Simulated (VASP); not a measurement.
# Au (Fm-3m) in VASP: notebook

The runs below take Au through single point, relaxation of volume and atoms at fixed shape, with LDA.

All numbers are computed with VASP 6.6.1; they aren't measurements. Logs are shortened: lines on timing, memory, paths and dates and some standing lists are left out, and cuts for length are marked.

### Step 1. The cell of the first run

The structure is cubic, space group Fm-3m (No. 225). Conventional cell: a = 4.048 Å, b = 4.048 Å, c = 4.048 Å, α = 90.00°, β = 90.00°, γ = 90.00°. Au (site symmetry m-3m) has 12 Au at 2.86 Å within 3.8 Å.

### Step 2. Single point, LDA

Input file INCAR:

```
ALGO = Normal ; EDIFF = 1E-7
ENCUT = 520 ; GGA = CA
ISIF = 2 ; ISMEAR = -1
LASPH = True ; LCHARG = True
LELF = True ; LREAL = False
LVHAR = True ; LWAVE = False
NBANDS = 12 ; NELM = 60
PREC = Accurate ; SIGMA = 0.05
```

Input file KPOINTS:

```
k-points
0
Gamma
  18 18 18
```

Input file POSCAR:

```
Au
1.0
    0.0000000000      2.0241150465      2.0241150465
    2.0241150465      0.0000000000      2.0241150465
    2.0241150465      2.0241150465      0.0000000000
Au
1
Direct
    0.0000000000      0.0000000000      0.0000000000
```

Potentials or basis: VASP PAW LDA potentials, release 64 (Au).

On the command line:

```console
cat potpaw_LDA.64/Au/POTCAR > POTCAR
mpirun -np 1 vasp_std > vasp.out
```

OUTCAR:

```text
EDIFF = 1E-7
   ENCUT = 520
   GGA = CA
   ISIF = 2
   ISMEAR = -1
   LASPH = True
   LREAL = False
   NELM = 60
   PREC = Accurate

 ion  position               nearest neighbor table
   1  0.000  0.000  0.000-

  LATTYP: Found a face centered cubic cell.
 ALAT       =     4.0482300930

  Lattice vectors:

 A1 = (   0.0000000000,   2.0241150465,   2.0241150465)
 A2 = (   2.0241150465,   0.0000000000,   2.0241150465)
 A3 = (   2.0241150465,   2.0241150465,   0.0000000000)

Analysis of symmetry for initial positions (statically):
=====================================================================
 Subroutine PRICEL returns:
 Original cell was already a primitive cell.

 Routine SETGRP: Setting up the symmetry group for a
 face centered cubic supercell.

 Subroutine GETGRP returns: Found 48 space group operations
 (whereof 48 operations were pure point group operations)
 out of a pool of 48 trial point group operations.

The static configuration has the point symmetry O_h .

Analysis of symmetry for dynamics (positions and initial velocities):
=====================================================================
 Subroutine PRICEL returns:
 Original cell was already a primitive cell.

 Routine SETGRP: Setting up the symmetry group for a
 face centered cubic supercell.

 Subroutine GETGRP returns: Found 48 space group operations
 (whereof 48 operations were pure point group operations)
 out of a pool of 48 trial point group operations.

The dynamic configuration has the point symmetry O_h .

 Subroutine INISYM returns: Found 48 space group operations
 (whereof 48 operations are pure point group operations),
 and found     1 'primitive' translations

----------------------------------------------------------------------------------------

                                     Primitive cell

  volume of cell :      16.5858

  direct lattice vectors                    reciprocal lattice vectors
     0.000000000  2.024115046  2.024115046    -0.247021532  0.247021532  0.247021532
     2.024115046  0.000000000  2.024115046     0.247021532 -0.247021532  0.247021532
     2.024115046  2.024115046  0.000000000     0.247021532  0.247021532 -0.247021532

  length of vectors
     2.862530951  2.862530951  2.862530951     0.427853844  0.427853844  0.427853844

  position of ions in fractional coordinates (direct lattice)
     0.000000000  0.000000000  0.000000000

  ion indices of the primitive-cell ions
   primitive index   ion index
                 1           1

----------------------------------------------------------------------------------------
[... 75 lines left out ...]
   NFREE  =      0    steps in history (QN), initial steepest desc. (CG)
   ISIF   =      2    stress and relaxation
   ISYM   =      2    0-nonsym 1-usesym 2-fastsym
   POTIM  = 0.5000    time-step for ionic-motion
   TEBEG  =    0.0;   TEEND  =   0.0 temperature during run
   PSTRESS=    0.0 pullay stress
   NELECT =      11.0000    total number of electrons
   NUPDOWN=      -1.0000    fix difference up-down
   EMIN   =  10.00;   EMAX   =-10.00  energy-range for DOS
   EFERMI =   0.00;   METHOD = LEGACY
   ISMEAR =    -1;   SIGMA  =   0.05  broadening in eV -4-tet -1-fermi 0-gaus
   EFERMI_NEDOS =   21; number of points for ismear=-14 and -15
   IALGO  =     38    algorithm
   IMIX   =      4    mixing-type and parameters
     AMIX     =   0.40;   BMIX     =  1.00
     AMIX_MAG =   1.60;   BMIX_MAG =  1.00
  volume/ion in A,a.u.               =      16.59       111.93
  Fermi-wavevector in a.u.,A,eV,Ry     =   1.427668  2.697901 27.731880  2.038236
  Thomas-Fermi vector in A             =   2.547813
   LORBIT       =      0    0 simple, 1 ext, 2 COOP (PROOUT), +10 PAW based schemes
   GGA     = CA    functional components
   LHFCALC =     F    Hartree Fock is set to
   AEXX    =    0.0000 exact exchange contribution
   IVDW    =     0    specifies the selected vdW correction
   LEPSILON=     F    determine dielectric tensor
   LRPA    =     F    only Hartree local field effects (RPA)
 non-spin polarized calculation
  energy-cutoff  :      520.00
  volume of cell :       16.59
 maximum number of plane-waves:       459
 NGX is ok and might be reduce to    24
   NGX = 11   NGY = 11   NGZ = 11

 number of electron      10.9999999 magnetization

 Free energy of the ion-electron system (eV)
  ---------------------------------------------------
  ext. energy  EPLUGINS =         0.00000000
  ---------------------------------------------------
  free energy    TOTEN  =        -4.44651135 eV

  energy without entropy =       -4.44417356  energy(sigma->0) =       -4.44534246

 E-fermi :   9.7331     XC(G=0): -13.1404

 val. band max:        9.7207133341   @ k =   0.5000   0.1667   0.0556
 cond. band min:       9.7444848505   @ k =   0.5000   0.2778   0.1111
 fundamental gap:      0.0237715165
 Fermi energy:         9.7331362459

 k-point     1 :       0.0000    0.0000    0.0000
  band No.  band energies     occupation
      1      -0.4539      2.00000
      2       4.8924      2.00000
      3       4.8924      2.00000
      4       4.8924      2.00000
      5       6.5063      2.00000
      6       6.5063      2.00000
      7      24.1958      0.00000
      8      28.3071      0.00000
      9      28.3071      0.00000
     10      28.3071      0.00000
     11      33.4243      0.00000
     12      38.3113      0.00000
[... 331 lines left out ...]
 k-point    24 :      -0.2222    0.0556    0.0000
  band No.  band energies     occupation
      1       1.3840      2.00000
      2       4.6039      2.00000
      3       5.2143      2.00000
      4       5.2549      2.00000
      5       6.3987      2.00000
      6       6.9089      2.00000
      7      21.4868      0.00000
      8      25.3897      0.00000
      9      28.4974      0.00000
     10      30.6910      0.00000
     11      31.4122      0.00000
     12      32.8211      0.00000

 [... further k-points ...]
[... 5 lines left out ...]
  --------------------------------------------------------------------------------------
  -------------------------------------------------------------------------------------
  Total        0.0523650      0.0523650      0.0523650      0.0000000      0.0000000      0.0000000
  in kB        5.0584388      5.0584388      5.0584388      0.0000000      0.0000000      0.0000000
  external PRESSURE =       5.0584388 kB  Pullay stress =       0.0000000 kB

 VOLUME and BASIS-vectors are now :
 -----------------------------------------------------------------------------
  energy-cutoff  :      520.00
  volume of cell :       16.59
      direct lattice vectors                 reciprocal lattice vectors
     0.000000000  2.024115046  2.024115046    -0.247021532  0.247021532  0.247021532
     2.024115046  0.000000000  2.024115046     0.247021532 -0.247021532  0.247021532
     2.024115046  2.024115046  0.000000000     0.247021532  0.247021532 -0.247021532

 POSITION                                       TOTAL-FORCE (eV/Angst)
 -----------------------------------------------------------------------------------
      0.00000      0.00000      0.00000         0.000000      0.000000      0.000000
 -----------------------------------------------------------------------------------
    total drift:                               -0.000000      0.000000     -0.000000

  FREE ENERGIE OF THE ION-ELECTRON SYSTEM (eV)
  ---------------------------------------------------
  free  energy   TOTEN  =        -4.4465113513 eV

  energy  without entropy=       -4.4441735622  energy(sigma->0) =       -4.44534246
```

Wall time 15 s (1 thread of Intel Xeon Platinum 8488C (Sapphire Rapids), shared host); peak memory 0.16 GiB.

What came out:

```
Free energy : -4.4465 eV
Pressure    : 0.5 GPa
```

Levels at points of the mesh, in eV from the Fermi level:
```
           k point  band 4  band 5  band 6  band 7  band 8  band 9
(0.00, 0.00, 0.00)   -4.84   -3.23   -3.23   14.46   18.57   18.57
(0.50, 0.00, 0.00)   -1.96   -1.96   -1.12    3.22   13.92   17.24
(0.50, 0.50, 0.00)   -1.62   -1.62    0.90    5.99   10.01   10.01
```

Caveat: spin-orbit coupling is left out, which moves the levels of the heavy elements.

### Step 3. Relaxation of volume and atoms at fixed shape, LDA

This run uses another cell than the first one, of 16.85 Å³/atom, 1.016 times its volume.

Input file INCAR:

```
SYSTEM = Au
ALGO = Normal
EDIFF = 1E-7
EDIFFG = -0.02
ENCUT = 600
GGA = CA
IBRION = 2
ISIF = 8
ISMEAR = -1
LASPH = .TRUE.
LCHARG = .FALSE.
LREAL = .FALSE.
LWAVE = .FALSE.
NELM = 80
NSW = 80
PREC = Accurate
SIGMA = 0.05
```

Input file KPOINTS:

```
k-points
0
G
  18 18 18
  0 0 0
```

Input file POSCAR:

```
Au
1.0
    0.0000000000      2.0350000000      2.0350000000
    2.0350000000      0.0000000000      2.0350000000
    2.0350000000      2.0350000000      0.0000000000
Au
1
Direct
    0.0000000000      0.0000000000      0.0000000000
```

Potentials or basis: VASP PAW LDA potentials, release 64 (Au).

On the command line:

```console
cat potpaw_LDA.64/Au/POTCAR > POTCAR
mpirun -np 1 vasp_std > vasp.out
```

Run time: 26 s. Hardware: 1 thread of Intel Xeon Platinum 8488C (Sapphire Rapids), shared host; peak memory 0.16 GiB.

Results (log left out):

```
Free energy                            : -4.4466 eV
Relaxed volume                         : 16.64 Å³/atom
Relaxed cell                           : a = 2.866 Å, b = 2.866 Å, c = 2.866 Å, α = 60.00°, β = 60.00°, γ = 60.00°
Space group after relaxing (to 0.05 Å) : Fm-3m (No. 225)
Energy gained by relaxing              : 1.7 meV/atom
Ionic steps                            : 3
Pressure after relaxing                : 0.0 GPa
```

The path:
```
step  energy change (eV)  largest force (eV/Å)  pressure (GPa)  volume (Å³)
   1              0.0000                0.0000           -2.41        16.85
   2              0.0043                0.0000            4.96        16.24
   3             -0.0017                0.0000           -0.02        16.64
```

Final structure:
```yaml
crystal:
  lattice:
    - [0.00000, 2.02629, 2.02629]
    - [2.02629, 0.00000, 2.02629]
    - [2.02629, 2.02629, 0.00000]
  atoms:
    - { symbol: Au, position: [0.00000, 0.00000, 0.00000] }
```

Levels at points of the mesh, in eV from the Fermi level:
| k point | band 3 | band 4 | band 5 | band 6 | band 7 | band 8 | band 9 |
| --- | --- | --- | --- | --- | --- | --- | --- |
| (0.00, 0.00, 0.00) | -4.82 | -4.82 | -3.22 | -3.22 | 14.47 | 18.56 | 18.56 |
| (0.50, 0.00, 0.00) | -4.86 | -1.96 | -1.96 | -1.10 | 3.20 | 13.93 | 17.22 |
| (0.50, 0.50, 0.00) | -2.00 | -1.62 | -1.62 | 0.91 | 5.96 | 10.01 | 10.01 |

Caveat: spin-orbit coupling is left out, which moves the levels of the heavy elements. LDA usually gives volumes a few per cent too small.
